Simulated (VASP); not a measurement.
# Ca (Pm-3m) in VASP: further runs

The runs below take Ca through single point, with PBEsol.

All numbers are computed with VASP 6.6.1; they aren't measurements. Logs are shortened: lines on timing, memory, paths and dates and some standing lists are left out, and cuts for length are marked.

## (1) The cell of the first run

The structure is cubic, space group Pm-3m (No. 221). The conventional cell has a = 3.373 Å, b = 3.373 Å, c = 3.373 Å, α = 90.00°, β = 90.00°, γ = 90.00°. Within 4.4 Å of Ca (site symmetry m-3m) lie 6 Ca at 3.37 Å.

This isn't the form of Ca at room conditions, which is fcc.

## (2) Single point, PBEsol (38.39 Å³/atom)

Input file INCAR:

```
PREC = Accurate
ENCUT = 500
EDIFF = 1E-6
ISMEAR = -1
SIGMA = 0.1
LREAL = F
LASPH = T
NELM = 120
ALGO = Normal
ISIF = 2
LWAVE = F
LCHARG = F
GGA = PS
NBANDS = 11
GGA_COMPAT = F
```

Input file KPOINTS:

```
regular mesh
0
Gamma
  10 10 10
```

Input file POSCAR:

```
Ca
1.0
    3.3734175225      0.0000000000      0.0000000000
    0.0000000000      3.3734175225      0.0000000000
    0.0000000000      0.0000000000      3.3734175225
Ca
1
Direct
    0.0000000000      0.0000000000      0.0000000000
```

Potentials or basis: VASP PAW PBE potentials, release 64 (Ca_sv).

The run is started by

```console
$ cat potpaw_PBE.64/Ca_sv/POTCAR > POTCAR
$ mpirun -np 1 vasp_std > vasp.out
```

OUTCAR:

```text
PREC = Accurate
   ENCUT = 500
   EDIFF = 1E-6
   ISMEAR = -1
   LREAL = F
   LASPH = T
   NELM = 120
   ISIF = 2
   GGA = PS

 ion  position               nearest neighbor table
   1  0.000  0.000  0.000-

  LATTYP: Found a simple cubic cell.
 ALAT       =     3.3734175225

  Lattice vectors:

 A1 = (   3.3734175225,   0.0000000000,   0.0000000000)
 A2 = (   0.0000000000,   3.3734175225,   0.0000000000)
 A3 = (   0.0000000000,   0.0000000000,   3.3734175225)

Analysis of symmetry for initial positions (statically):
=====================================================================
 Subroutine PRICEL returns:
 Original cell was already a primitive cell.

 Routine SETGRP: Setting up the symmetry group for a
 simple cubic supercell.

 Subroutine GETGRP returns: Found 48 space group operations
 (whereof 48 operations were pure point group operations)
 out of a pool of 48 trial point group operations.

The static configuration has the point symmetry O_h .

Analysis of symmetry for dynamics (positions and initial velocities):
=====================================================================
 Subroutine PRICEL returns:
 Original cell was already a primitive cell.

 Routine SETGRP: Setting up the symmetry group for a
 simple cubic supercell.

 Subroutine GETGRP returns: Found 48 space group operations
 (whereof 48 operations were pure point group operations)
 out of a pool of 48 trial point group operations.

The dynamic configuration has the point symmetry O_h .

 Subroutine INISYM returns: Found 48 space group operations
 (whereof 48 operations are pure point group operations),
 and found     1 'primitive' translations

----------------------------------------------------------------------------------------

                                     Primitive cell

  volume of cell :      38.3893

  direct lattice vectors                    reciprocal lattice vectors
     3.373417523  0.000000000  0.000000000     0.296435290  0.000000000  0.000000000
     0.000000000  3.373417523  0.000000000     0.000000000  0.296435290  0.000000000
     0.000000000  0.000000000  3.373417523     0.000000000  0.000000000  0.296435290

  length of vectors
     3.373417523  3.373417523  3.373417523     0.296435290  0.296435290  0.296435290

  position of ions in fractional coordinates (direct lattice)
     0.000000000  0.000000000  0.000000000

  ion indices of the primitive-cell ions
   primitive index   ion index
                 1           1

----------------------------------------------------------------------------------------

 KPOINTS: regular mesh

Automatic generation of k-mesh.
 Grid dimensions read from file:
 generate k-points for:   10   10   10

 Generating k-lattice:

  Cartesian coordinates                     Fractional coordinates (reciprocal lattice)
     0.029643529  0.000000000  0.000000000     0.100000000  0.000000000  0.000000000
     0.000000000  0.029643529  0.000000000     0.000000000  0.100000000  0.000000000
     0.000000000  0.000000000  0.029643529     0.000000000  0.000000000  0.100000000

  Length of vectors
     0.029643529  0.029643529  0.029643529

  Shift w.r.t. Gamma in fractional coordinates (k-lattice)
     0.000000000  0.000000000  0.000000000

 Subroutine IBZKPT returns following result:
 ===========================================

 Found     56 irreducible k-points:

 Following reciprocal coordinates:
            Coordinates               Weight
  0.000000  0.000000  0.000000      1.000000
  0.100000  0.000000  0.000000      6.000000
  0.200000  0.000000  0.000000      6.000000
  0.300000  0.000000  0.000000      6.000000
  0.400000  0.000000  0.000000      6.000000
  0.500000  0.000000  0.000000      3.000000
[... 16 lines left out ...]
  0.200000  0.100000  0.100000     24.000000
  0.300000  0.100000  0.100000     24.000000
 [... further k-points ...]
   k-points           NKPTS =     56   k-points in BZ     NKDIM =     56   number of bands    NBANDS=     11
   number of dos      NEDOS =    301   number of ions     NIONS =      1
   total plane-waves  NPLWV =  21952
   dimension x,y,z NGX =    28 NGY =   28 NGZ =   28
   dimension x,y,z NGXF=    56 NGYF=   56 NGZF=   56
   ions per type =               1
   NGX,Y,Z   is equivalent  to a cutoff of  13.80, 13.80, 13.80 a.u.
   NGXF,Y,Z  is equivalent  to a cutoff of  27.60, 27.60, 27.60 a.u.
 SYSTEM =  unknown system
   PREC   = accura    normal or accurate (medium, high low for compatibility)
   ISTART =      0    job   : 0-new  1-cont  2-samecut
   ICHARG =      2    charge: 1-file 2-atom 10-const
   ISPIN  =      1    spin polarized calculation?
   LNONCOLLINEAR =      F non collinear calculations
   LSORBIT =      F    spin-orbit coupling
   LASPH  =      T    aspherical Exc in radial PAW
   ENCUT  =  500.0 eV  36.75 Ry    6.06 a.u.   6.15  6.15  6.15*2*pi/ulx,y,z
   NELM   =    120;   NELMIN=  2; NELMDL= -5     # of ELM steps
   EDIFF  = 0.1E-05   stopping-criterion for ELM
   LREAL  =      F    real-space projection
   EDIFFG = 0.1E-04   stopping-criterion for IOM
   NSW    =      0    number of steps for IOM
   IBRION =     -1    ionic relax: 0-MD 1-quasi-New 2-CG
   NFREE  =      0    steps in history (QN), initial steepest desc. (CG)
   ISIF   =      2    stress and relaxation
   ISYM   =      2    0-nonsym 1-usesym 2-fastsym
   POTIM  = 0.5000    time-step for ionic-motion
   TEBEG  =    0.0;   TEEND  =   0.0 temperature during run
   PSTRESS=    0.0 pullay stress
   NELECT =      10.0000    total number of electrons
   NUPDOWN=      -1.0000    fix difference up-down
   EMIN   =  10.00;   EMAX   =-10.00  energy-range for DOS
   EFERMI =   0.00;   METHOD = LEGACY
   ISMEAR =    -1;   SIGMA  =   0.10  broadening in eV -4-tet -1-fermi 0-gaus
   EFERMI_NEDOS =   21; number of points for ismear=-14 and -15
   IALGO  =     38    algorithm
   IMIX   =      4    mixing-type and parameters
     AMIX     =   0.40;   BMIX     =  1.00
     AMIX_MAG =   1.60;   BMIX_MAG =  1.00
  volume/ion in A,a.u.               =      38.39       259.06
  Fermi-wavevector in a.u.,A,eV,Ry     =   1.045534  1.975772 14.873085  1.093141
  Thomas-Fermi vector in A             =   2.180334
   LORBIT       =      0    0 simple, 1 ext, 2 COOP (PROOUT), +10 PAW based schemes
   GGA     = PS    functional components
   LHFCALC =     F    Hartree Fock is set to
   AEXX    =    0.0000 exact exchange contribution
   IVDW    =     0    specifies the selected vdW correction
   LEPSILON=     F    determine dielectric tensor
   LRPA    =     F    only Hartree local field effects (RPA)
 non-spin polarized calculation
  energy-cutoff  :      500.00
  volume of cell :       38.39
 maximum number of plane-waves:       996
 NGX is ok and might be reduce to    28
   NGX = 13   NGY = 13   NGZ = 13

 number of electron      10.0000002 magnetization

 Free energy of the ion-electron system (eV)
  ---------------------------------------------------
  ext. energy  EPLUGINS =         0.00000000
  ---------------------------------------------------
  free energy    TOTEN  =        -1.74918271 eV

  energy without entropy =       -1.72488087  energy(sigma->0) =       -1.73703179

 E-fermi :   2.1729     XC(G=0):  -8.0953

 val. band max:        2.1524475928   @ k =   0.4000   0.4000   0.3000
 cond. band min:       2.2610160894   @ k =   0.5000   0.4000   0.3000
 fundamental gap:      0.1085684966
 Fermi energy:         2.1728503348

 k-point     1 :       0.0000    0.0000    0.0000
  band No.  band energies     occupation
      1     -39.6437      2.00000
      2     -20.5710      2.00000
      3     -20.5710      2.00000
      4     -20.5710      2.00000
      5      -1.8518      2.00000
      6       2.9563      0.00079
      7       2.9563      0.00079
      8       6.6782      0.00000
      9       6.6782      0.00000
     10       6.6782      0.00000
     11      11.5701      0.00000

 k-point     2 :       0.1000    0.0000    0.0000
  band No.  band energies     occupation
      1     -39.6408      2.00000
      2     -20.6020      2.00000
      3     -20.5684      2.00000
      4     -20.5684      2.00000
      5      -1.6956      2.00000
      6       3.0046      0.00049
      7       3.0165      0.00043
      8       6.4954      0.00000
      9       6.4954      0.00000
     10       6.6904      0.00000
     11      10.6474      0.00000

 k-point     3 :       0.2000    0.0000    0.0000
  band No.  band energies     occupation
      1     -39.6332      2.00000
      2     -20.6822      2.00000
      3     -20.5615      2.00000
      4     -20.5615      2.00000
      5      -1.2446      2.00000
      6       3.1081      0.00017
      7       3.1360      0.00013
      8       6.0830      0.00000
      9       6.0830      0.00000
     10       6.7226      0.00000
     11       9.2520      0.00000

 k-point     4 :       0.3000    0.0000    0.0000
  band No.  band energies     occupation
      1     -39.6237      2.00000
      2     -20.7797      2.00000
      3     -20.5530      2.00000
      4     -20.5530      2.00000
      5      -0.5469      2.00000
      6       2.9671      0.00071
      7       3.3096      0.00002
      8       5.6594      0.00000
      9       5.6594      0.00000
     10       6.7629      0.00000
     11       8.3254      0.00000

 k-point     5 :       0.4000    0.0000    0.0000
  band No.  band energies     occupation
      1     -39.6160      2.00000
      2     -20.8572      2.00000
      3     -20.5461      2.00000
      4     -20.5461      2.00000
      5       0.3191      2.00000
      6       2.3817      0.22044
      7       3.4607      0.00001
      8       5.3622      0.00000
      9       5.3622      0.00000
     10       6.7959      0.00000
     11       8.0495      0.00000
[... 211 lines left out ...]
 k-point    21 :       0.5000    0.5000    0.0000
  band No.  band energies     occupation
      1     -39.5834      2.00000
      2     -20.8434      2.00000
      3     -20.8434      2.00000
      4     -20.5174      2.00000
      5       1.6109      1.99277
      6       3.1975      0.00007
      7       4.9021      0.00000
      8       4.9021      0.00000
      9       5.5995      0.00000
     10       5.5995      0.00000
     11       7.4754      0.00000

 k-point    22 :       0.1000    0.1000    0.1000
  band No.  band energies     occupation
      1     -39.6350      2.00000
      2     -20.5997      2.00000
      3     -20.5948      2.00000
      4     -20.5948      2.00000
      5      -1.3880      2.00000
      6       3.1295      0.00014
      7       3.1295      0.00014
      8       6.2078      0.00000
      9       6.3609      0.00000
     10       6.3609      0.00000
     11      11.0356      0.00000

 k-point    23 :       0.2000    0.1000    0.1000
  band No.  band energies     occupation
      1     -39.6274      2.00000
      2     -20.6760      2.00000
      3     -20.5906      2.00000
      4     -20.5876      2.00000
      5      -0.9474      2.00000
      6       3.2537      0.00004
      7       3.2642      0.00004
      8       5.8150      0.00000
      9       5.9037      0.00000
     10       6.3845      0.00000
     11       9.7318      0.00000

 k-point    24 :       0.3000    0.1000    0.1000
  band No.  band energies     occupation
      1     -39.6180      2.00000
      2     -20.7726      2.00000
      3     -20.5817      2.00000
      4     -20.5788      2.00000
      5      -0.2672      2.00000
      6       3.1141      0.00016
      7       3.4505      0.00001
      8       5.4255      0.00000
      9       5.5306      0.00000
     10       6.4418      0.00000
     11       8.6711      0.00000

 [... further k-points ...]

------------------------ aborting loop because EDIFF is reached ----------------------------------------

  FORCE on cell =-STRESS in cart. coord.  units (eV):
  Direction    XX          YY          ZZ          XY          YZ          ZX
  --------------------------------------------------------------------------------------
  -------------------------------------------------------------------------------------
  Total        0.2284372      0.2284372      0.2284372      0.0000000      0.0000000     -0.0000000
  in kB        9.5338257      9.5338257      9.5338257      0.0000000      0.0000000     -0.0000000
  external PRESSURE =       9.5338257 kB  Pullay stress =       0.0000000 kB

 VOLUME and BASIS-vectors are now :
 -----------------------------------------------------------------------------
  energy-cutoff  :      500.00
  volume of cell :       38.39
      direct lattice vectors                 reciprocal lattice vectors
     3.373417523  0.000000000  0.000000000     0.296435290  0.000000000  0.000000000
     0.000000000  3.373417523  0.000000000     0.000000000  0.296435290  0.000000000
     0.000000000  0.000000000  3.373417523     0.000000000  0.000000000  0.296435290

 POSITION                                       TOTAL-FORCE (eV/Angst)
 -----------------------------------------------------------------------------------
      0.00000      0.00000      0.00000         0.000000      0.000000      0.000000
 -----------------------------------------------------------------------------------
    total drift:                               -0.000000     -0.000000     -0.000000

  FREE ENERGIE OF THE ION-ELECTRON SYSTEM (eV)
  ---------------------------------------------------
  free  energy   TOTEN  =        -1.7491827098 eV

  energy  without entropy=       -1.7248808714  energy(sigma->0) =       -1.73703179
```

It took 9.6 s on 1 thread of Intel Xeon 6975P-C (Granite Rapids), shared host; peak memory 0.16 GiB.

What came out:

- Free energy: -1.7492 eV
- Pressure: 1.0 GPa
- Band gap on the k mesh: zero (bands 5 and 6 overlap by 1.06 eV)

Caveat: the PAW data sets were made with another functional, which shifts forces and pressure a little.

## (3) Single point, PBEsol (41.73 Å³/atom)

This run uses another cell than the first one, of 41.73 Å³/atom.

Input file INCAR:

```
  ALGO = Normal
  EDIFF = 1E-6
  ENCUT = 500
  GGA = PS
  GGA_COMPAT = F
  ISIF = 2
  ISMEAR = -1
  LASPH = T
  LCHARG = T
  LELF = T
  LREAL = F
  LVHAR = T
  LWAVE = F
  NBANDS = 11
  NELM = 120
  PREC = Accurate
  SIGMA = 0.1
```

Input file KPOINTS:

```
k-points
0
Gamma
  10 10 10
```

Input file POSCAR:

```
Ca
1.0
    3.4684929865      0.0000000000      0.0000000000
    0.0000000000      3.4684929865      0.0000000000
    0.0000000000      0.0000000000      3.4684929865
Ca
1
Direct
    0.0000000000      0.0000000000      0.0000000000
```

Potentials or basis: VASP PAW PBE potentials, release 64 (Ca_sv).

The run is started by

```console
$ cat potpaw_PBE.64/Ca_sv/POTCAR > POTCAR
$ mpirun -np 1 vasp_std > vasp.out
```

Run time: 12 s. Hardware: 1 thread of Intel Xeon 6975P-C (Granite Rapids), shared host; peak memory 0.16 GiB.

The run converged. Its results:

| Item | Value |
| --- | --- |
| Free energy | -1.7583 eV |
| Pressure | -0.1 GPa |
| Band gap on the k mesh | zero (bands 5 and 6 overlap by 1.14 eV) |

Levels at points of the mesh, in eV from the Fermi level:
```csv
k point,band 3,band 4,band 5,band 6,band 7,band 8
"(0.00, 0.00, 0.00)",-22.93,-22.93,-3.92,0.79,0.79,4.20
"(0.50, 0.00, 0.00)",-22.91,-22.91,-1.21,-0.49,1.31,2.92
"(0.50, 0.50, 0.00)",-23.14,-22.89,-0.43,0.91,2.43,2.43
"(0.50, 0.50, 0.50)",-23.11,-23.11,0.65,0.65,0.65,4.99
```

Caveat: the PAW data sets were made with another functional, which shifts forces and pressure a little.
